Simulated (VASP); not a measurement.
Set up this calculation in VASP 6.6.1, as the native input.

* Task: single point
* Functional: LDA
* Potentials or basis: VASP PAW LDA potentials, release 64 (W_sv)
* Cutoff: 520 eV
* k mesh: 12 × 12 × 12
* Occupations: fermi-dirac, width 0.05 eV
* Spin: non-collinear spin, zero start, spin-orbit coupling
* Starting moments: [[0.0, 0.0, 0.0]] μB
* Dipole correction: no
* Further INCAR settings: ALGO = Fast; EDIFF = 1e-06; NBANDS = 25

The structure of W lies in POSCAR:

```
W
1.0
   -1.5928244114      1.5928244114      1.5928244114
    1.5928244114     -1.5928244114      1.5928244114
    1.5928244114      1.5928244114     -1.5928244114
W
1
Direct
    0.0000000000      0.0000000000      0.0000000000
```

The input as run:

INCAR

```
SYSTEM = W
PREC = Accurate
ENCUT = 520
EDIFF = 1E-6
ISMEAR = -1
SIGMA = 0.05
LREAL = .FALSE.
LASPH = .TRUE.
NELM = 150
ALGO = Fast
ISIF = 2
LWAVE = .FALSE.
LCHARG = .FALSE.
MAGMOM = 0 0 0
LORBIT = 11
LSORBIT = .TRUE.
GGA_COMPAT = .FALSE.
LORBMOM = .TRUE.
LMAXMIX = 4
NBANDS = 25
```

KPOINTS

```
Automatic mesh
0
G
  12 12 12
  0 0 0
```

Potentials or basis: VASP PAW LDA potentials, release 64 (W_sv).

Run with:

```sh
$ cat potpaw_LDA.64/W_sv/POTCAR > POTCAR
$ mpirun -np 1 vasp_ncl > vasp.out
```

Results of the run:

```yaml
Pressure: -11.8 GPa
Net_moment: 0.00 μB per cell
Valence_electrons_inside_the_program's_atomic_spheres: W 12.10
```

Wall time 60 s on 1 thread of Intel(R) Xeon(R) Platinum 8259CL CPU @ 2.50GHz (Skylake/Cascade Lake), with other jobs on the host, peak memory 0.2 GiB.
